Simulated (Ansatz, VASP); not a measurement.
Os: VASP beside Ansatz

```
Os
1.0
     2.72910    0.00000    0.00000
    -1.36455    2.36347    0.00000
     0.00000    0.00000    4.30826
Os
2
Direct
  0.33333 0.66667 0.25000
  0.66667 0.33333 0.75000
```

Alike in both runs: functional PBEsol; k mesh 20 × 20 × 12; occupations fermi-dirac, width 0.1 eV; no spin polarisation.

Ansatz relaxed the structure, and its values are those at the end. VASP's run is a single point on that final structure, the one shown.

|  | VASP | Ansatz |
| --- | --- | --- |
| version | VASP 6.6.1 | Ansatz 0.2.0 |
| potentials or method | VASP PAW PBE potentials, release 64 (Os) | PAW with Ansatz's default frozen-core files, scalar-relativistic |
| plane-wave cutoff (eV) | 520 | 420 |
| valence electrons in the cell | 16 | 32 |

VASP gave:

```
pressure (GPa) : 0.5
```

Task: What did Ansatz give for the same quantities?

Result: Pressure (GPa): 0.0.

VASP's potentials were made for PBE, not for PBEsol. The functional is the same, so the differences come from potentials, cutoffs and numerics. VASP's potentials hold 16 valence electrons a cell and Ansatz's 32, so a difference there can come from the potentials and not from the codes.

Spin-orbit coupling is off throughout.
